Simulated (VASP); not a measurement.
Runs of VASP 6.6.1 on P. The structure is orthorhombic, space group Imma (No. 74). The conventional cell has a = 3.383 Å, b = 5.030 Å, c = 3.718 Å, α = 90.00°, β = 90.00°, γ = 90.00°. Within 3.0 Å of P (site symmetry mm2) lie 6 P at 2.24 to 2.82 Å. 

| k mesh | gap on the mesh (eV) | pressure (GPa) | largest force (eV/Å) |
| --- | --- | --- | --- |
| 10 × 10 × 10 | none | 1.1 | 0.06 |
| 6 × 6 × 6 | none | (c) | 0.04 |
| 4 × 4 × 4 | none | (b) | 0.08 |
| 1 × 1 × 1 | 4.04 | 141.3 | 1.12 |
| 8 × 8 × 8 | none | (a) | 0.07 |

Alike in all rows: task single point; level r2SCAN; potentials or basis VASP PAW PBE potentials, release 64 (P); no spin polarisation; cell as given; cutoff (eV) 520; smearing gaussian 0.1 eV.

Q: Fill in the values left out.

A: (a) 1.0; (b) 1.7; (c) 1.3.

Caveats: some runs use coarse meshes; the PAW data sets were made with another functional, which shifts forces and pressure a little.

A k mesh can miss the band edges.

A gap of «none» marks levels without a gap at the run's occupations.
